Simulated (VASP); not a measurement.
# SrO (Fm-3m) in VASP: a series of runs, part 2 of 2

VASP 6.6.1. The steps go on from the part before.

### 4 Electric field gradients, PBE

INCAR

```
SYSTEM = SrO
ALGO     = Normal         ! electronic algorithm
EDIFF    = 1E-8           ! SCF threshold, eV
ENCUT    = 520            ! plane-wave cutoff, eV
GGA      = PE             ! functional
ISIF     = 2              ! what is computed and relaxed
ISMEAR   = -1             ! smearing method
LASPH    = .True.         ! aspherical terms in the spheres
LCHARG   = .False.        ! write CHGCAR
LEFG     = .True.       
LREAL    = .False.        ! projectors in reciprocal space
LWAVE    = .False.        ! write WAVECAR
NBANDS   = 15             ! bands
NELM     = 60             ! most SCF steps
PREC     = Accurate       ! precision mode
SIGMA    = 0.03           ! smearing width, eV
```

KPOINTS

```
k-points
0
Gamma
  6 6 6
  0 0 0
```

POSCAR

```
SrO
1.0
    0.0000000000      2.5698000000      2.5698000000
    2.5698000000      0.0000000000      2.5698000000
    2.5698000000      2.5698000000      0.0000000000
Sr O
1 1
Direct
    0.0000000000      0.0000000000      0.0000000000
    0.5000000000      0.5000000000      0.5000000000
```

Potentials or basis: VASP PAW PBE potentials, release 64 (Sr_sv, O).

Started as:

```bash
cat potpaw_PBE.64/Sr_sv/POTCAR potpaw_PBE.64/O/POTCAR > POTCAR
mpirun -np 1 vasp_std > vasp.out
```

OUTCAR:

```text
SYSTEM = SrO
   EDIFF = 1E-8
   ENCUT = 520
   GGA = PE
   ISIF = 2
   ISMEAR = -1
   LASPH = .True.
   LREAL = .False.
   NELM = 60
   PREC = Accurate

 ion  position               nearest neighbor table
   1  0.000  0.000  0.000-   2 2.57   2 2.57   2 2.57   2 2.57   2 2.57   2 2.57
   2  0.500  0.500  0.500-   1 2.57   1 2.57   1 2.57   1 2.57   1 2.57   1 2.57

  LATTYP: Found a face centered cubic cell.
 ALAT       =     5.1396000000

  Lattice vectors:

 A1 = (   0.0000000000,   2.5698000000,   2.5698000000)
 A2 = (   2.5698000000,   0.0000000000,   2.5698000000)
 A3 = (   2.5698000000,   2.5698000000,   0.0000000000)

Analysis of symmetry for initial positions (statically):
=====================================================================
 Subroutine PRICEL returns:
 Original cell was already a primitive cell.

 Routine SETGRP: Setting up the symmetry group for a
 face centered cubic supercell.

[... 465 lines left out ...]
      direct lattice vectors                 reciprocal lattice vectors
     0.000000000  2.569800000  2.569800000    -0.194567671  0.194567671  0.194567671
     2.569800000  0.000000000  2.569800000     0.194567671 -0.194567671  0.194567671
     2.569800000  2.569800000  0.000000000     0.194567671  0.194567671 -0.194567671

 POSITION                                       TOTAL-FORCE (eV/Angst)
 -----------------------------------------------------------------------------------
      0.00000      0.00000      0.00000        -0.000000     -0.000000     -0.000000
      2.56980      2.56980      2.56980         0.000000      0.000000      0.000000
 -----------------------------------------------------------------------------------
    total drift:                                0.000000      0.000000      0.000000

  FREE ENERGIE OF THE ION-ELECTRON SYSTEM (eV)
  ---------------------------------------------------
  free  energy   TOTEN  =       -12.0402263966 eV

  energy  without entropy=      -12.0402263966  energy(sigma->0) =      -12.04022640

 Electric field gradients (V/A^2)
---------------------------------------------------------------------
 ion       V_xx      V_yy      V_zz      V_xy      V_xz      V_yz
---------------------------------------------------------------------
   1       0.000    -0.000     0.000     0.000     0.000     0.000
   2      -0.000    -0.000     0.000    -0.001    -0.001    -0.001
---------------------------------------------------------------------

 Electric field gradients after diagonalization (V/A^2)
 (convention: |V_zz| > |V_xx| > |V_yy|)
----------------------------------------------------------------------
 ion       V_xx      V_yy      V_zz     asymmetry (V_yy - V_xx)/ V_zz
----------------------------------------------------------------------
   1      -0.000    -0.000     0.000       0.000
   2       0.001     0.001    -0.001       0.000
----------------------------------------------------------------------

           NMR quadrupolar parameters

 Cq : quadrupolar parameter    Cq=e*Q*V_zz/h
 eta: asymmetry parameters     (V_yy - V_xx)/ V_zz
 Q  : nuclear electric quadrupole moment in mb (millibarn)
----------------------------------------------------------------------
 ion       Cq(MHz)       eta       Q (mb)
----------------------------------------------------------------------
   1       0.000       0.000       1.000
   2      -0.000       0.000       1.000
----------------------------------------------------------------------
```

OSZICAR:

```text
N       E                     dE             d eps       ncg     rms          rms(c)
DAV:   1     0.733570860717E+02    0.73357E+02   -0.86624E+03   480   0.106E+03
DAV:   2    -0.109816248586E+02   -0.84339E+02   -0.77197E+02   648   0.227E+02
DAV:   3    -0.141746232472E+02   -0.31930E+01   -0.31772E+01   638   0.405E+01
DAV:   4    -0.142431274213E+02   -0.68504E-01   -0.68484E-01   620   0.538E+00
DAV:   5    -0.142436633978E+02   -0.53598E-03   -0.53598E-03   615   0.376E-01    0.165E+01
DAV:   6    -0.121875437546E+02    0.20561E+01   -0.66779E+00   487   0.194E+01    0.195E+01
DAV:   7    -0.120489831902E+02    0.13856E+00   -0.29464E-01   557   0.482E+00    0.113E+01
DAV:   8    -0.120381477423E+02    0.10835E-01   -0.11697E-01   634   0.340E+00    0.467E-01
DAV:   9    -0.120396081790E+02   -0.14604E-02   -0.57284E-03   620   0.476E-01    0.233E-01
DAV:  10    -0.120400639946E+02   -0.45582E-03   -0.42943E-04   515   0.193E-01    0.861E-02
DAV:  11    -0.120402083867E+02   -0.14439E-03   -0.14173E-04   529   0.876E-02    0.280E-02
DAV:  12    -0.120402265372E+02   -0.18151E-04   -0.28376E-05   508   0.391E-02    0.262E-02
DAV:  13    -0.120402266697E+02   -0.13247E-06   -0.16002E-06   557   0.111E-02    0.330E-03
DAV:  14    -0.120402264045E+02    0.26517E-06   -0.12995E-07   620   0.272E-03    0.246E-03
DAV:  15    -0.120402263966E+02    0.79717E-08   -0.81445E-09   477   0.822E-04
   1 F= -.12040226E+02 E0= -.12040226E+02  d E =-.350478E-12
```

Wall time 11 s (1 thread of AMD EPYC 7R13, shared host); peak memory 0.16 GiB.

Results:

- Free energy: -12.0402 eV
- Pressure: 3.5 GPa
- Band gap on the k mesh: 3.26 eV, indirect (least direct gap 3.35 eV)

Caveat: without QUAD_EFG the Cq values of the log hold for a quadrupole moment of 1 mb, not for the nuclei. As with any semilocal functional, this PBE gap is likely too small.

### 5 The runs side by side

| k mesh | gap on the mesh (eV) | pressure (GPa) |
| --- | --- | --- |
| 2 × 2 × 2 | 3.05 | 4.0 |
| 4 × 4 × 4 | 3.26 | 3.5 |
| 6 × 6 × 6 | 3.26 | 3.5 |

Alike in all rows: task electric field gradients; level PBE; potentials or basis VASP PAW PBE potentials, release 64 (Sr_sv, O); no spin polarisation; cell as given; cutoff (eV) 520; smearing fermi-dirac 0.03 eV.

Caveats: some runs use coarse meshes.

Total energies depend on the potentials used, so only differences within one code and one set of settings carry meaning.
